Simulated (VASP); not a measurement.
# BAs (Pm-3m) in VASP: notebook, part 2 of 2

VASP 6.6.1. The steps go on from the part before.

**4. Single point, PBE**

The input, INCAR:

```
PREC = Accurate
ENCUT = 500
EDIFF = 1E-6
ISMEAR = -5
SIGMA = 0.1
LREAL = F
LASPH = T
NELM = 120
ALGO = Normal
ISIF = 2
LWAVE = F
LCHARG = T
GGA = PE
LELF = T
LVHAR = T
NBANDS = 11
GGA_COMPAT = F
```

The input, KPOINTS:

```
regular mesh
0
Gamma
  18 18 18
```

The input, POSCAR:

```
BAs
1.0
    2.9343916648      0.0000000000      0.0000000000
    0.0000000000      2.9343916648      0.0000000000
    0.0000000000      0.0000000000      2.9343916648
B As
1 1
Direct
    0.0000000000      0.0000000000      0.0000000000
    0.5000000000      0.5000000000      0.5000000000
```

Potentials or basis: VASP PAW PBE potentials, release 64 (B, As).

Run with:

```
cat potpaw_PBE.64/B/POTCAR potpaw_PBE.64/As/POTCAR > POTCAR
mpirun -np 1 vasp_std > vasp.out
```

OUTCAR:

```text
PREC = Accurate
   ENCUT = 500
   EDIFF = 1E-6
   ISMEAR = -5
   LREAL = F
   LASPH = T
   NELM = 120
   ISIF = 2
   GGA = PE

 ion  position               nearest neighbor table
   1  0.000  0.000  0.000-   2 2.54   2 2.54   2 2.54   2 2.54   2 2.54   2 2.54   2 2.54   2 2.54

   2  0.500  0.500  0.500-   1 2.54   1 2.54   1 2.54   1 2.54   1 2.54   1 2.54   1 2.54   1 2.54

  LATTYP: Found a simple cubic cell.
 ALAT       =     2.9343916648

  Lattice vectors:

 A1 = (   2.9343916648,   0.0000000000,   0.0000000000)
 A2 = (   0.0000000000,   2.9343916648,   0.0000000000)
 A3 = (   0.0000000000,   0.0000000000,   2.9343916648)

Analysis of symmetry for initial positions (statically):
=====================================================================
 Subroutine PRICEL returns:
 Original cell was already a primitive cell.

 Routine SETGRP: Setting up the symmetry group for a
 simple cubic supercell.

 Subroutine GETGRP returns: Found 48 space group operations
 (whereof 48 operations were pure point group operations)
 out of a pool of 48 trial point group operations.

[... 174 lines left out ...]
      1      -8.5715      2.00000
      2       6.3250      2.00000
      3       6.3250      2.00000
      4       6.3250      2.00000
      5       6.9218      0.80094
      6      12.8269      0.00000
      7      12.8269      0.00000
      8      16.4830      0.00000
      9      16.4830      0.00000
     10      16.4830      0.00000
     11      26.0582      0.00000
[... 309 lines left out ...]
 k-point    24 :       0.3333    0.1111    0.0000
  band No.  band energies     occupation
      1      -6.6893      2.00000
      2      -0.5541      2.00000
      3       6.0967      2.06858
      4       8.2756     -0.02610
      5      10.3796      0.00000
      6      11.2013      0.00000
      7      12.8966      0.00000
      8      14.2735      0.00000
      9      15.8998      0.00000
     10      21.0372      0.00000
     11      21.8742      0.00000

 [... further k-points ...]

------------------------ aborting loop because EDIFF is reached ----------------------------------------

  FORCE on cell =-STRESS in cart. coord.  units (eV):
  Direction    XX          YY          ZZ          XY          YZ          ZX
  --------------------------------------------------------------------------------------
  -------------------------------------------------------------------------------------
  Total        0.0667429      0.0667429      0.0667429      0.0000000     -0.0000000      0.0000000
  in kB        4.2321505      4.2321505      4.2321505      0.0000000     -0.0000000      0.0000000
  external PRESSURE =       4.2321505 kB  Pullay stress =       0.0000000 kB

 VOLUME and BASIS-vectors are now :
 -----------------------------------------------------------------------------
  energy-cutoff  :      500.00
  volume of cell :       25.27
      direct lattice vectors                 reciprocal lattice vectors
     2.934391665  0.000000000  0.000000000     0.340786137  0.000000000  0.000000000
     0.000000000  2.934391665  0.000000000     0.000000000  0.340786137  0.000000000
     0.000000000  0.000000000  2.934391665     0.000000000  0.000000000  0.340786137

 POSITION                                       TOTAL-FORCE (eV/Angst)
 -----------------------------------------------------------------------------------
      0.00000      0.00000      0.00000         0.000000      0.000000      0.000000
      1.46720      1.46720      1.46720         0.000000      0.000000      0.000000
 -----------------------------------------------------------------------------------
    total drift:                                0.000000     -0.000000     -0.000000

  FREE ENERGIE OF THE ION-ELECTRON SYSTEM (eV)
  ---------------------------------------------------
  free  energy   TOTEN  =        -8.3486388641 eV

  energy  without entropy=       -8.3486388641  energy(sigma->0) =       -8.34863886
```

stdout:

```text
POSCAR found type information on POSCAR B As
 POSCAR found :  2 types and       2 ions
 scaLAPACK will be used
 LDA part: xc-table for (Slater+PW92), standard interpolation
 POSCAR, INCAR and KPOINTS ok, starting setup
 FFT: planning ... GRIDC
 FFT: planning ... GRID_SOFT
 FFT: planning ... GRID
 WAVECAR not read
 entering main loop
 -----------------------------------------------------------------------------
|                                                                             |
|           W    W    AA    RRRRR   N    N  II  N    N   GGGG   !!!           |
|           W    W   A  A   R    R  NN   N  II  NN   N  G    G  !!!           |
|           W    W  A    A  R    R  N N  N  II  N N  N  G       !!!           |
|           W WW W  AAAAAA  RRRRR   N  N N  II  N  N N  G  GGG   !            |
|           WW  WW  A    A  R   R   N   NN  II  N   NN  G    G                |
|           W    W  A    A  R    R  N    N  II  N    N   GGGG   !!!           |
|                                                                             |
|     Tetrahedron method does not include variations of the Fermi             |
|     occupations, so forces and stress will be inaccurate. We suggest        |
|     using a different smearing scheme ISMEAR = 1 or 2 for metals in         |
|     relaxations.                                                            |
|                                                                             |
 -----------------------------------------------------------------------------
```

Wall time 45 s (1 thread of Intel Xeon 8259CL, shared host); peak memory 0.19 GiB.

What came out:

```
Free energy            : -8.3486 eV
Pressure               : 0.4 GPa
Band gap on the k mesh : zero (band 4 reaches 10.00 eV, above the bottom of band 5 at 4.37 eV)
```

Caveat: tetrahedron occupations give inexact forces and stress in metals.

**5. Overview**

| task | cell | cutoff (eV) | smearing | gap on the mesh (eV) | pressure (GPa) |
| --- | --- | --- | --- | --- | --- |
| single point | a = 2.934 Å, 2 atoms | 520 | gaussian 0.1 eV | none | 0.2 |
| relaxation of cell and atoms | relaxed from a = 2.947 Å, 2 atoms | 600 | gaussian 0.1 eV | - | 0.0 |
| single point | a = 2.934 Å, 2 atoms | 500 | tetrahedron | none | 0.4 |

Alike in all rows: level PBE; potentials or basis VASP PAW PBE potentials, release 64 (B, As); no spin polarisation; k mesh 18 × 18 × 18.

Caveats: the bands computed are all filled at some k points, so no gap is given (some runs); tetrahedron occupations give inexact forces and stress in metals (some runs).

Total energies depend on the potentials used, so only differences within one code and one set of settings carry meaning.
